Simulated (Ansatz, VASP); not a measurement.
Two plane-wave programs on Ga2As5

```
CELL_PARAMETERS angstrom
3.95423 0.00000 0.00000
-1.97711 3.42446 0.00000
0.00000 0.00000 24.89596
ATOMIC_POSITIONS crystal
Ga 0.66667 0.33333 0.87549
Ga 0.00000 0.00000 0.73896
Ga 0.33333 0.66667 0.12451
Ga 0.00000 0.00000 0.26104
As 0.00000 0.00000 0.59172
As 0.33333 0.66667 0.54163
As 0.00000 0.00000 0.84192
As 0.33333 0.66667 0.70117
As 0.66667 0.33333 0.97961
As 0.00000 0.00000 0.15808
As 0.66667 0.33333 0.29883
As 0.33333 0.66667 0.02039
As 0.00000 0.00000 0.40828
As 0.66667 0.33333 0.45837
```

Alike in both runs: functional PBE; k mesh 5 × 5 × 1; occupations gaussian, width 0.2 eV; no spin polarisation.

Ansatz relaxed the structure, and its values are those at the end. VASP's run is a single point on that final structure, the one shown.

|  | VASP | Ansatz |
| --- | --- | --- |
| version | VASP 6.6.1 | Ansatz 0.2.0 |
| potentials or method | VASP PAW PBE potentials, release 64 (Ga_d, As), cutoff 520 eV | scalar-relativistic, plane waves, PAW |
| valence electrons in the cell | 102 | 202 |

```tsv
	VASP	Ansatz	Ansatz less VASP
gap on the k mesh at the Fermi level (eV)	none	none	-
pressure (GPa)	0.4	0.2	-0.17
rms of the force components (eV/Å)	0.026	0.031	+0.0044
```

A gap of «none» marks a metal or a gap that the smearing closes. VASP's potentials hold 102 valence electrons a cell and Ansatz's 202, so a difference there can come from the potentials and not from the codes.

The k mesh is coarse, so the values compare programs but aren't converged.
